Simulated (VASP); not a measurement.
# InGa3As2 (P4/mmm) in VASP: single point with PBE

Aim: the single point of InGa3As2 with PBE.

Program: VASP 6.6.1. These are calculated values, not measurements. Logs are shortened: lines on timing, memory, paths and dates and some standing lists are left out, and cuts for length are marked.

### 1 The cell of the first run

It takes space group P4/mmm (No. 123, tetragonal). The conventional cell has a = 5.047 Å, b = 5.047 Å, c = 8.030 Å, α = 90.00°, β = 90.00°, γ = 90.00°. Within 3.4 Å of In (site symmetry 4/mmm) lie 2 As at 2.57 Å. Ga (site symmetry mmm) has 2 Ga at 2.52 Å and 4 As at 2.91 Å within 3.3 Å. Within 3.3 Å of Ga (site symmetry 4/mmm) lie 4 Ga at 2.52 Å. As (site symmetry 4mm) has 1 In at 2.57 Å and 1 As at 2.89 Å and 4 Ga at 2.91 Å within 3.4 Å.

### 2 Single point, PBE

INCAR reads:

```
PREC     = Accurate       # precision mode
ENCUT    = 500            # plane-wave cutoff, eV
EDIFF    = 1E-6           # SCF threshold, eV
ISMEAR   = -1             # smearing method
SIGMA    = 0.1            # smearing width, eV
LREAL    = False          # projectors in reciprocal space
LASPH    = True           # aspherical terms in the spheres
NELM     = 120            # most SCF steps
ALGO     = Normal         # electronic algorithm
ISIF     = 2              # what is computed and relaxed
LWAVE    = False          # write WAVECAR
LCHARG   = True           # write CHGCAR
GGA      = PE             # functional
LELF     = True           # ELF
LVHAR    = True         
NBANDS   = 40             # bands
GGA_COMPAT= False
```

KPOINTS reads:

```
Automatic mesh
0
Gamma
  8 8 6
```

POSCAR reads:

```
InGa3As2
1.0
    5.0468734220      0.0000000000      0.0000000000
    0.0000000000      5.0468734220      0.0000000000
    0.0000000000      0.0000000000      8.0302829409
In Ga As
1 3 2
Direct
    0.5000000000      0.5000000000      0.0000000000
    0.0000000000      0.5000000000      0.5000000000
    0.5000000000      0.0000000000      0.5000000000
    0.0000000000      0.0000000000      0.5000000000
    0.5000000000      0.5000000000      0.3199876003
    0.5000000000      0.5000000000      0.6800123997
```

Potentials or basis: VASP PAW PBE potentials, release 64 (In_d, Ga_d, As).

Started as:

```
$ cat potpaw_PBE.64/In_d/POTCAR potpaw_PBE.64/Ga_d/POTCAR potpaw_PBE.64/As/POTCAR > POTCAR
$ mpirun -np 1 vasp_std > vasp.out
```

OUTCAR:

```text
PREC = Accurate
   ENCUT = 500
   EDIFF = 1E-6
   ISMEAR = -1
   LREAL = False
   LASPH = True
   NELM = 120
   ISIF = 2
   GGA = PE

 ion  position               nearest neighbor table
   1  0.500  0.500  0.000-   5 2.57   6 2.57
   2  0.000  0.500  0.500-   4 2.52   4 2.52   6 2.91   5 2.91   5 2.91   6 2.91
   3  0.500  0.000  0.500-   4 2.52   4 2.52   6 2.91   5 2.91   6 2.91   5 2.91
   4  0.000  0.000  0.500-   2 2.52   3 2.52   2 2.52   3 2.52
   5  0.500  0.500  0.320-   1 2.57   6 2.89   3 2.91   2 2.91   3 2.91   2 2.91
   6  0.500  0.500  0.680-   1 2.57   5 2.89   3 2.91   2 2.91   3 2.91   2 2.91

  LATTYP: Found a simple tetragonal cell.
 ALAT       =     5.0468734220
 C/A-ratio  =     1.5911401514

  Lattice vectors:

 A1 = (   5.0468734220,   0.0000000000,   0.0000000000)
 A2 = (   0.0000000000,   5.0468734220,   0.0000000000)
 A3 = (   0.0000000000,   0.0000000000,   8.0302829409)

Analysis of symmetry for initial positions (statically):
=====================================================================
 Subroutine PRICEL returns:
 Original cell was already a primitive cell.

 Routine SETGRP: Setting up the symmetry group for a
 simple tetragonal supercell.

 Subroutine GETGRP returns: Found 16 space group operations
 (whereof 16 operations were pure point group operations)
 out of a pool of 16 trial point group operations.

The static configuration has the point symmetry D_4h.

Analysis of symmetry for dynamics (positions and initial velocities):
=====================================================================
 Subroutine PRICEL returns:
 Original cell was already a primitive cell.

 Routine SETGRP: Setting up the symmetry group for a
 simple tetragonal supercell.

 Subroutine GETGRP returns: Found 16 space group operations
 (whereof 16 operations were pure point group operations)
 out of a pool of 16 trial point group operations.

The dynamic configuration has the point symmetry D_4h.

 Subroutine INISYM returns: Found 16 space group operations
 (whereof 16 operations are pure point group operations),
 and found     1 'primitive' translations

----------------------------------------------------------------------------------------

                                     Primitive cell

  volume of cell :     204.5388

[... 91 lines left out ...]
   LNONCOLLINEAR =      F non collinear calculations
   LSORBIT =      F    spin-orbit coupling
   LASPH  =      T    aspherical Exc in radial PAW
   ENCUT  =  500.0 eV  36.75 Ry    6.06 a.u.   9.20  9.20 14.64*2*pi/ulx,y,z
   NELM   =    120;   NELMIN=  2; NELMDL= -5     # of ELM steps
   EDIFF  = 0.1E-05   stopping-criterion for ELM
   LREAL  =      F    real-space projection
   EDIFFG = 0.1E-04   stopping-criterion for IOM
   NSW    =      0    number of steps for IOM
   IBRION =     -1    ionic relax: 0-MD 1-quasi-New 2-CG
   NFREE  =      0    steps in history (QN), initial steepest desc. (CG)
   ISIF   =      2    stress and relaxation
   ISYM   =      2    0-nonsym 1-usesym 2-fastsym
   POTIM  = 0.5000    time-step for ionic-motion
   TEBEG  =    0.0;   TEEND  =   0.0 temperature during run
   PSTRESS=    0.0 pullay stress
   NELECT =      62.0000    total number of electrons
   NUPDOWN=      -1.0000    fix difference up-down
   EMIN   =  10.00;   EMAX   =-10.00  energy-range for DOS
   EFERMI =   0.00;   METHOD = LEGACY
   ISMEAR =    -1;   SIGMA  =   0.10  broadening in eV -4-tet -1-fermi 0-gaus
   EFERMI_NEDOS =   21; number of points for ismear=-14 and -15
   IALGO  =     38    algorithm
   IMIX   =      4    mixing-type and parameters
     AMIX     =   0.40;   BMIX     =  1.00
     AMIX_MAG =   1.60;   BMIX_MAG =  1.00
  volume/ion in A,a.u.               =      34.09       230.05
  Fermi-wavevector in a.u.,A,eV,Ry     =   1.099715  2.078160 16.454521  1.209373
  Thomas-Fermi vector in A             =   2.236114
   LORBIT       =      0    0 simple, 1 ext, 2 COOP (PROOUT), +10 PAW based schemes
   GGA     = PE    functional components
   LHFCALC =     F    Hartree Fock is set to
   AEXX    =    0.0000 exact exchange contribution
   IVDW    =     0    specifies the selected vdW correction
   LEPSILON=     F    determine dielectric tensor
   LRPA    =     F    only Hartree local field effects (RPA)
 non-spin polarized calculation
  energy-cutoff  :      500.00
  volume of cell :      204.54
 maximum number of plane-waves:      5224
 NGX is ok and might be reduce to    40
   NGX = 19   NGY = 19   NGZ = 29

 number of electron      62.0000050 magnetization

 Free energy of the ion-electron system (eV)
  ---------------------------------------------------
  ext. energy  EPLUGINS =         0.00000000
  ---------------------------------------------------
  free energy    TOTEN  =       -18.69795547 eV

  energy without entropy =      -18.61145431  energy(sigma->0) =      -18.65470489

 E-fermi :   1.9737     XC(G=0):  -7.7231

 val. band max:        1.9385715513   @ k =   0.0000   0.0000   0.0000
 cond. band min:       1.9973724350   @ k =   0.5000   0.1250   0.0000
 fundamental gap:      0.0588008837
 Fermi energy:         1.9736815042

 k-point     1 :       0.0000    0.0000    0.0000
  band No.  band energies     occupation
      1     -13.3690      2.00000
      2     -13.3002      2.00000
      3     -13.1542      2.00000
      4     -13.1542      2.00000
      5     -13.1389      2.00000
      6     -13.0886      2.00000
[... 1021 lines left out ...]
     39       7.2080      0.00000
     40       7.6801      0.00000

 [... further k-points ...]
[... 5 lines left out ...]
  --------------------------------------------------------------------------------------
  -------------------------------------------------------------------------------------
  Total        0.0930748      0.0930748      0.2081587      0.0000000      0.0000000      0.0000000
  in kB        0.7290663      0.7290663      1.6305324      0.0000000      0.0000000      0.0000000
  external PRESSURE =       1.0295550 kB  Pullay stress =       0.0000000 kB

 VOLUME and BASIS-vectors are now :
 -----------------------------------------------------------------------------
  energy-cutoff  :      500.00
  volume of cell :      204.54
      direct lattice vectors                 reciprocal lattice vectors
     5.046873422  0.000000000  0.000000000     0.198142477  0.000000000  0.000000000
     0.000000000  5.046873422  0.000000000     0.000000000  0.198142477  0.000000000
     0.000000000  0.000000000  8.030282941     0.000000000  0.000000000  0.124528613

 POSITION                                       TOTAL-FORCE (eV/Angst)
 -----------------------------------------------------------------------------------
      2.52344      2.52344      0.00000         0.000000     -0.000000      0.000000
      0.00000      2.52344      4.01514         0.000000     -0.000000      0.000000
      2.52344      0.00000      4.01514         0.000000     -0.000000      0.000000
      0.00000      0.00000      4.01514         0.000000     -0.000000      0.000000
      2.52344      2.52344      2.56959         0.000000     -0.000000      0.056254
      2.52344      2.52344      5.46069         0.000000      0.000000     -0.056254
 -----------------------------------------------------------------------------------
    total drift:                               -0.000000      0.000000     -0.000000

  FREE ENERGIE OF THE ION-ELECTRON SYSTEM (eV)
  ---------------------------------------------------
  free  energy   TOTEN  =       -18.6979554680 eV

  energy  without entropy=      -18.6114543143  energy(sigma->0) =      -18.65470489
```

OSZICAR:

```text
N       E                     dE             d eps       ncg     rms          rms(c)
DAV:   1     0.520965907842E+03    0.52097E+03   -0.28250E+04  5080   0.195E+03
DAV:   2     0.604835187249E+02   -0.46048E+03   -0.44271E+03  5048   0.536E+02
DAV:   3    -0.154489902387E+02   -0.75933E+02   -0.73662E+02  5688   0.178E+02
DAV:   4    -0.196259682631E+02   -0.41770E+01   -0.41495E+01  5808   0.430E+01
DAV:   5    -0.197478775412E+02   -0.12191E+00   -0.12183E+00  5968   0.747E+00    0.498E+00
DAV:   6    -0.188115435836E+02    0.93633E+00   -0.11025E+00  5528   0.953E+00    0.271E+00
DAV:   7    -0.186997946473E+02    0.11175E+00   -0.53295E-01  6448   0.561E+00    0.906E-01
DAV:   8    -0.186946072285E+02    0.51874E-02   -0.93390E-02  5568   0.386E+00    0.591E-01
DAV:   9    -0.186932792333E+02    0.13280E-02   -0.17805E-02  6040   0.935E-01    0.474E-01
DAV:  10    -0.186960321443E+02   -0.27529E-02   -0.62758E-03  6128   0.579E-01    0.180E-01
DAV:  11    -0.186975294370E+02   -0.14973E-02   -0.22791E-03  5288   0.480E-01    0.509E-02
DAV:  12    -0.186975928767E+02   -0.63440E-04   -0.43897E-04  7232   0.124E-01    0.280E-02
DAV:  13    -0.186979093312E+02   -0.31645E-03   -0.39925E-04  5264   0.136E-01    0.165E-02
DAV:  14    -0.186979381011E+02   -0.28770E-04   -0.41261E-05  6000   0.632E-02    0.581E-03
DAV:  15    -0.186979531806E+02   -0.15080E-04   -0.22481E-05  4768   0.227E-02    0.726E-03
DAV:  16    -0.186979548650E+02   -0.16843E-05   -0.18224E-06  4392   0.115E-02    0.192E-03
DAV:  17    -0.186979554680E+02   -0.60306E-06   -0.96566E-07  3776   0.580E-03
   1 F= -.18697955E+02 E0= -.18654705E+02  d E =-.865012E-01
```

Wall time 5.5 min (1 thread of Oxide Virtual Turin-like, shared host); peak memory 0.55 GiB.

Results:

```yaml
Free_energy: -18.6980 eV
Pressure: 0.1 GPa
Largest_force: 0.056 eV/Å
Band_gap_on_the_k_mesh: zero (bands 31 and 32 overlap by 1.50 eV)
```

Forces on the atoms (eV/Å):
```
In   0.000  0.000  0.000
Ga   0.000  0.000  0.000
Ga   0.000  0.000  0.000
Ga   0.000  0.000  0.000
As   0.000  0.000  0.056
As   0.000  0.000 -0.056
```

Levels at points of the mesh, in eV from the Fermi level:
| k point | band 27 | band 28 | band 29 | band 30 | band 31 | band 32 | band 33 | band 34 | band 35 | band 36 |
| --- | --- | --- | --- | --- | --- | --- | --- | --- | --- | --- |
| (0.00, 0.00, 0.00) | -3.63 | -1.10 | -0.35 | -0.35 | -0.21 | -0.04 | -0.04 | 0.23 | 1.67 | 2.21 |
| (0.50, 0.00, 0.00) | -2.75 | -2.37 | -1.62 | -0.64 | -0.29 | -0.24 | 0.33 | 2.09 | 2.15 | 2.39 |
| (0.50, 0.50, 0.00) | -1.89 | -1.89 | -0.41 | -0.30 | -0.30 | 0.13 | 0.93 | 2.41 | 2.41 | 4.00 |
| (0.00, 0.00, 0.50) | -3.58 | -3.57 | -0.80 | -0.80 | -0.35 | 0.15 | 0.15 | 1.23 | 2.18 | 3.16 |
| (0.50, 0.00, 0.50) | -2.85 | -2.67 | -2.65 | -1.62 | -0.67 | 1.05 | 1.18 | 1.70 | 2.42 | 3.37 |
| (0.50, 0.50, 0.50) | -3.99 | -2.24 | -2.24 | 0.82 | 0.86 | 0.86 | 1.55 | 1.55 | 4.04 | 4.15 |

Caveat: spin-orbit coupling is left out, which moves the levels of the heavy elements.

The gap in the log of VASP goes by the Fermi energy; the results here count the filled bands.